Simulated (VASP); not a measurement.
# TiB2 (P6/mmm) in VASP: relaxation of the atoms with r2SCAN

Aim: the relaxation of the atoms of TiB2 with r2SCAN.

Program: VASP 6.6.1. These are calculated values, not measurements. Logs are shortened: lines on timing, memory, paths and dates and some standing lists are left out, and cuts for length are marked.

### 1 The cell of the first run

The structure is hexagonal, space group P6/mmm (No. 191). Conventional cell: a = 3.084 Å, b = 3.084 Å, c = 3.288 Å, α = 90.00°, β = 90.00°, γ = 120.00°. Within 3.3 Å of Ti (site symmetry 6/mmm) lie 12 B at 2.42 Å and 8 Ti at 3.08 to 3.29 Å. Within 2.5 Å of B (site symmetry -6m2) lie 3 B at 1.78 Å and 6 Ti at 2.42 Å.

### 2 Relaxation of the atoms, r2SCAN

POSCAR reads:

```
TiB2
1.0
    3.0842266200      0.0000000000      0.0000000000
   -1.5421133100      2.6710186000      0.0000000000
    0.0000000000      0.0000000000      3.2875827900
Ti B
1 2
Direct
    0.0000000000      0.0000000000      0.0000000000
    0.3333333300      0.6666666700      0.5000000000
    0.6666666700      0.3333333300      0.5000000000
```

INCAR.step1 reads:

```
ALGO     = Normal         # electronic algorithm
EDIFF    = 1E-5           # SCF threshold, eV
EDIFFG   = -0.01          # ionic threshold
ENCUT    = 500            # plane-wave cutoff, eV
GGA      = PE             # functional
GGA_COMPAT= F            
IBRION   = 2              # ionic algorithm
ISMEAR   = -1             # smearing method
LASPH    = T              # aspherical terms in the spheres
LCHARG   = F              # write CHGCAR
LREAL    = F              # projectors in reciprocal space
LWAVE    = T              # write WAVECAR
NELM     = 120            # most SCF steps
NELMIN   = 4            
NSW      = 100            # ionic steps
PREC     = Accurate       # precision mode
SIGMA    = 0.1            # smearing width, eV
```

INCAR.step2 reads:

```
ALGO     = Normal         # electronic algorithm
EDIFF    = 1E-7           # SCF threshold, eV
EDIFFG   = -0.01          # ionic threshold
ENCUT    = 500            # plane-wave cutoff, eV
GGA_COMPAT= F            
IBRION   = 2              # ionic algorithm
ISIF     = 2              # what is computed and relaxed
ISMEAR   = -1             # smearing method
ISTART   = 1            
LASPH    = T              # aspherical terms in the spheres
LCHARG   = F              # write CHGCAR
LMIXTAU  = T            
LREAL    = F              # projectors in reciprocal space
LWAVE    = F              # write WAVECAR
METAGGA  = R2SCAN         # meta-GGA
NELM     = 120            # most SCF steps
NELMIN   = 4            
NSW      = 50             # ionic steps
PREC     = Accurate       # precision mode
SIGMA    = 0.1            # smearing width, eV
```

KPOINTS reads:

```
k-points
0
Gamma
  13 13 10
```

Potentials or basis: VASP PAW PBE potentials, release 64 (Ti_sv, B).

Started as:

```console
> cat potpaw_PBE.64/Ti_sv/POTCAR potpaw_PBE.64/B/POTCAR > POTCAR
> cp INCAR.step1 INCAR
> mpirun -np 1 vasp_std > vasp.out
> cp INCAR.step2 INCAR
> mpirun -np 1 vasp_std > vasp.out
```

OUTCAR:

```text
EDIFF = 1E-7
   EDIFFG = -0.01
   ENCUT = 500
   IBRION = 2
   ISIF = 2
   ISMEAR = -1
   ISTART = 1
   LASPH = T
   LREAL = F
   METAGGA = R2SCAN
   NELM = 120
   NELMIN = 4
   NSW = 50
   PREC = Accurate

 ion  position               nearest neighbor table
   1  0.000  0.000  0.000-   2 2.42   3 2.42   2 2.42   3 2.42   2 2.42   2 2.42   3 2.42   3 2.42
                             3 2.42   3 2.42   2 2.42   2 2.42
   2  0.333  0.667  0.500-   3 1.78   3 1.78   3 1.78   1 2.42   1 2.42   1 2.42   1 2.42   1 2.42
                             1 2.42
   3  0.667  0.333  0.500-   2 1.78   2 1.78   2 1.78   1 2.42   1 2.42   1 2.42   1 2.42   1 2.42
                             1 2.42

  LATTYP: Found a hexagonal cell.
 ALAT       =     3.0842266200
 C/A-ratio  =     1.0659342503

  Lattice vectors:

 A1 = (   3.0842266200,   0.0000000000,   0.0000000000)
 A2 = (  -1.5421133100,   2.6710186000,   0.0000000000)
 A3 = (   0.0000000000,   0.0000000000,   3.2875827900)

Analysis of symmetry for initial positions (statically):
=====================================================================
 Subroutine PRICEL returns:
 Original cell was already a primitive cell.

 Routine SETGRP: Setting up the symmetry group for a
 hexagonal supercell.

 Subroutine GETGRP returns: Found 24 space group operations
 (whereof 24 operations were pure point group operations)
 out of a pool of 24 trial point group operations.

The static configuration has the point symmetry D_6h.

Analysis of symmetry for dynamics (positions and initial velocities):
=====================================================================
 Subroutine PRICEL returns:
 Original cell was already a primitive cell.

 Routine SETGRP: Setting up the symmetry group for a
 hexagonal supercell.

 Subroutine GETGRP returns: Found 24 space group operations
 (whereof 24 operations were pure point group operations)
 out of a pool of 24 trial point group operations.

The dynamic configuration has the point symmetry D_6h.

 Subroutine INISYM returns: Found 24 space group operations
 (whereof 24 operations are pure point group operations),
 and found     1 'primitive' translations

----------------------------------------------------------------------------------------

                                     Primitive cell

  volume of cell :      27.0832

  direct lattice vectors                    reciprocal lattice vectors
[... 102 lines left out ...]
   EMIN   =  10.00;   EMAX   =-10.00  energy-range for DOS
   EFERMI =   0.00;   METHOD = LEGACY
   ISMEAR =    -1;   SIGMA  =   0.10  broadening in eV -4-tet -1-fermi 0-gaus
   EFERMI_NEDOS =   21; number of points for ismear=-14 and -15
   IALGO  =     38    algorithm
   IMIX   =      4    mixing-type and parameters
     AMIX     =   0.40;   BMIX     =  1.00
     AMIX_MAG =   1.60;   BMIX_MAG =  1.00
  volume/ion in A,a.u.               =       9.03        60.92
  Fermi-wavevector in a.u.,A,eV,Ry     =   1.428671  2.699798 27.770881  2.041102
  Thomas-Fermi vector in A             =   2.548708
   LORBIT       =      0    0 simple, 1 ext, 2 COOP (PROOUT), +10 PAW based schemes
   METAGGA = R2SCAN    functional components
   LHFCALC =     F    Hartree Fock is set to
   AEXX    =    0.0000 exact exchange contribution
   IVDW    =     0    specifies the selected vdW correction
   LEPSILON=     F    determine dielectric tensor
   LRPA    =     F    only Hartree local field effects (RPA)
 conjugate gradient relaxation of ions
 non-spin polarized calculation
  energy-cutoff  :      500.00
  volume of cell :       27.08
 maximum number of plane-waves:       719
 NGX is ok and might be reduce to    24
   NGX = 11   NGY = 11   NGZ = 11

 number of electron      18.0000001 magnetization

 Free energy of the ion-electron system (eV)
  ---------------------------------------------------
  ext. energy  EPLUGINS =         0.00000000
  ---------------------------------------------------
  free energy    TOTEN  =       -30.91654879 eV

  energy without entropy =      -30.90379363  energy(sigma->0) =      -30.91017121

 E-fermi :   9.5698     XC(G=0): -13.4511

 val. band max:        9.5453732859   @ k =   0.2308   0.2308   0.0000
 cond. band min:       9.5995174965   @ k =   0.0769   0.0000   0.4000
 fundamental gap:      0.0541442106
 Fermi energy:         9.5698114889

 k-point     1 :       0.0000    0.0000    0.0000
  band No.  band energies     occupation
      1     -49.9778      2.00000
      2     -25.2779      2.00000
      3     -24.9852      2.00000
      4     -24.9852      2.00000
      5      -4.6055      2.00000
      6       6.9103      2.00000
      7       6.9103      2.00000
      8       6.9884      2.00000
      9       7.5044      2.00000
     10      11.3870      0.00000
     11      11.3870      0.00000
     12      13.1520      0.00000
     13      13.1520      0.00000
[... 354 lines left out ...]
  band No.  band energies     occupation
      1     -49.9670      2.00000
      2     -25.2807      2.00000
      3     -25.0602      2.00000
      4     -25.0012      2.00000
      5      -4.0311      2.00000
      6       5.6503      2.00000
      7       5.9524      2.00000
      8       6.8144      2.00000
      9       8.2682      2.00000
     10      10.9100      0.00000
     11      11.3854      0.00000
     12      12.5055      0.00000
     13      12.5080      0.00000

 [... further k-points ...]

------------------------ aborting loop because EDIFF is reached ----------------------------------------

  FORCE on cell =-STRESS in cart. coord.  units (eV):
  Direction    XX          YY          ZZ          XY          YZ          ZX
  --------------------------------------------------------------------------------------
  -------------------------------------------------------------------------------------
  Total       -2.3881794     -2.3881794     -1.8613761      0.0000000      0.0000000     -0.0000000
  in kB     -141.2790085   -141.2790081   -110.1145793      0.0000000      0.0000000     -0.0000000
  external PRESSURE =    -130.8908653 kB  Pullay stress =       0.0000000 kB

 VOLUME and BASIS-vectors are now :
 -----------------------------------------------------------------------------
  energy-cutoff  :      500.00
  volume of cell :       27.08
      direct lattice vectors                 reciprocal lattice vectors
     3.084226620  0.000000000  0.000000000     0.324230390  0.187194503  0.000000000
    -1.542113310  2.671018600  0.000000000     0.000000000  0.374389007  0.000000000
     0.000000000  0.000000000  3.287582790     0.000000000  0.000000000  0.304174849

 POSITION                                       TOTAL-FORCE (eV/Angst)
 -----------------------------------------------------------------------------------
      0.00000      0.00000      0.00000        -0.000000      0.000000     -0.000000
     -0.00000      1.78068      1.64379        -0.000000     -0.000000     -0.000000
      1.54211      0.89034      1.64379         0.000000      0.000000      0.000000
 -----------------------------------------------------------------------------------
    total drift:                                0.000000     -0.000000     -0.000000

  FREE ENERGIE OF THE ION-ELECTRON SYSTEM (eV)
  ---------------------------------------------------
  free  energy   TOTEN  =       -30.9165487918 eV

  energy  without entropy=      -30.9037936333  energy(sigma->0) =      -30.91017121

 reached required accuracy - stopping structural energy minimisation
```

OSZICAR.step1:

```text
N       E                     dE             d eps       ncg     rms          rms(c)
DAV:   1     0.125462904195E+03    0.12546E+03   -0.91405E+03  3284   0.152E+03
DAV:   2    -0.196440877544E+02   -0.14511E+03   -0.14132E+03  3391   0.385E+02
DAV:   3    -0.291296875299E+02   -0.94856E+01   -0.92961E+01  4743   0.929E+01
DAV:   4    -0.294530763854E+02   -0.32339E+00   -0.32286E+00  4268   0.161E+01
DAV:   5    -0.294648681764E+02   -0.11792E-01   -0.11791E-01  4835   0.252E+00    0.156E+01
DAV:   6    -0.243753059104E+02    0.50896E+01   -0.27820E+01  4403   0.582E+01    0.370E+00
DAV:   7    -0.243864359119E+02   -0.11130E-01   -0.19944E+00  3808   0.165E+01    0.299E+00
DAV:   8    -0.243930169892E+02   -0.65811E-02   -0.20947E-01  4689   0.437E+00    0.858E-01
DAV:   9    -0.243828182098E+02    0.10199E-01   -0.97891E-02  4428   0.409E+00    0.299E-01
DAV:  10    -0.243818389648E+02    0.97925E-03   -0.59374E-03  4135   0.101E+00    0.601E-02
DAV:  11    -0.243818843547E+02   -0.45390E-04   -0.64598E-04  4820   0.316E-01    0.561E-02
DAV:  12    -0.243818509850E+02    0.33370E-04   -0.21118E-04  4459   0.194E-01    0.916E-03
DAV:  13    -0.243818499916E+02    0.99331E-06   -0.80863E-06  1964   0.376E-02
   1 F= -.24381850E+02 E0= -.24375082E+02  d E =-.243818E+02
```

Wall time 5.5 min (1 thread of Oxide Virtual Turin-like, shared host); peak memory 0.14 GiB.

Results:

```yaml
Free_energy: -30.9165 eV
Pressure_after_relaxing: -13.1 GPa
Band_gap_on_the_k_mesh: zero (bands 9 and 10 overlap by 0.51 eV)
```

Stress tensor (GPa, compression positive):
```
-14.13   0.00   0.00
  0.00 -14.13   0.00
  0.00   0.00 -11.01
```

Final structure:
```xyz
3
Lattice="3.0842 0.0000 0.0000 -1.5421 2.6710 0.0000 0.0000 0.0000 3.2876" Properties=species:S:1:pos:R:3 pbc="T T T"
Ti    0.0000    0.0000    0.0000
B     0.0000    1.7807    1.6438
B     1.5421    0.8903    1.6438
```

Caveat: the PAW data sets were made with another functional, which shifts forces and pressure a little.

The gap in the log of VASP goes by the Fermi energy; the results here count the filled bands.